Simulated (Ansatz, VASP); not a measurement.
**One calculation of MgO2, two programs**

```
CELL_PARAMETERS angstrom
1.58382 0.91442 3.45737
-1.58382 0.91442 3.45737
0.00000 -1.82884 3.45737
ATOMIC_POSITIONS crystal
Mg 0.00000 0.00000 0.00000
O 0.42914 0.42914 0.42914
O 0.57086 0.57086 0.57086
```

Alike in both runs: functional PBEsol; k mesh 12 × 12 × 12; occupations gaussian, width 0.02 eV; no spin polarisation.

Ansatz relaxed the structure, and its values are those at the end. VASP's run is a single point on that final structure, the one shown.

|  | VASP | Ansatz |
| --- | --- | --- |
| version | VASP 6.6.1 | Ansatz 0.2.0 |
| potentials or method | VASP PAW PBE potentials, release 64 (Mg, O), cutoff 520 eV | scalar-relativistic, plane waves, PAW |
| valence electrons in the cell | 14 | 22 |

```csv
,VASP,Ansatz,Ansatz less VASP
gap on the k mesh at the Fermi level (eV),2.45,2.48,+0.028
least direct gap on the mesh (eV),2.45,2.48,+0.028
pressure (GPa),-0.1,0.0,+0.10
rms of the force components (eV/Å),0.097,0.000,-0.0965
```

VASP's potentials were made for PBE, not for PBEsol. With one functional, cell and mesh, what is left measures potentials, basis and numerics. VASP's potentials hold 14 valence electrons a cell and Ansatz's 22, so a difference there can come from the potentials and not from the codes.
